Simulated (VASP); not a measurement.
TaAs3:

```xyz
8
Lattice="6.0750 0.0000 0.0000 -3.0375 5.2611 0.0000 0.0000 0.0000 4.7441" Properties=species:S:1:pos:R:3 pbc="T T T"
Ta    0.0000    3.5074    1.1860
Ta    3.0375    1.7537    3.5581
As    3.0375    3.2828    1.1860
As   -1.3242    4.2719    3.5581
As    1.7133    0.9892    1.1860
As    0.0000    1.9783    3.5581
As    4.3617    0.9892    1.1860
As    1.3242    4.2719    3.5581
```

* Program: VASP 6.6.1
* Task: relaxation of cell and atoms
* Functional: PBE
* Potentials or basis: VASP PAW PBE potentials, release 64 (Ta_pv, As)
* Cutoff: 600 eV
* k mesh: 6 × 6 × 8
* Occupations: gaussian, width 0.1 eV
* Spin: no spin polarisation

At the start: pressure 0.7 GPa; volume 18.95 Å³/atom.

Question: How do energy, volume and symmetry change on relaxing?

Answer: Over 10 steps the energy falls by 2.4 meV/atom and the volume is 18.79 Å³/atom (-0.9 %); space group P6_3/mmc (No. 194, to 0.1 Å) before and after.

The path:
| step | energy change (eV) | largest force (eV/Å) | pressure (GPa) | volume (Å³) |
| --- | --- | --- | --- | --- |
| 1 | 0.0000 | 0.1517 | 0.67 | 151.63 |
| 2 | -0.0060 | 0.0090 | -1.06 | 153.36 |
| 3 | -0.0073 | 0.0502 | -0.56 | 152.84 |
| 4 | -0.0136 | 0.0510 | -0.35 | 152.07 |
| 5 | -0.0185 | 0.0521 | 0.08 | 150.66 |
| 6 | -0.0186 | 0.0522 | 0.14 | 150.47 |
| 7 | -0.0188 | 0.0220 | -0.23 | 150.66 |
| 8 | -0.0191 | 0.0086 | -0.08 | 150.58 |
| 9 | -0.0191 | 0.0065 | -0.09 | 150.59 |
| 10 | -0.0191 | 0.0031 | 0.06 | 150.34 |

Final structure:
```
Ta As
1.0
     6.00212    0.00000    0.00000
    -3.00106    5.19799    0.00000
     0.00000    0.00000    4.81865
Ta As
2 6
Direct
  0.33333 0.66667 0.25000
  0.66667 0.33333 0.75000
  0.81433 0.62865 0.25000
  0.18567 0.81433 0.75000
  0.37135 0.18567 0.25000
  0.18567 0.37135 0.75000
  0.81433 0.18567 0.25000
  0.62865 0.81433 0.75000
```
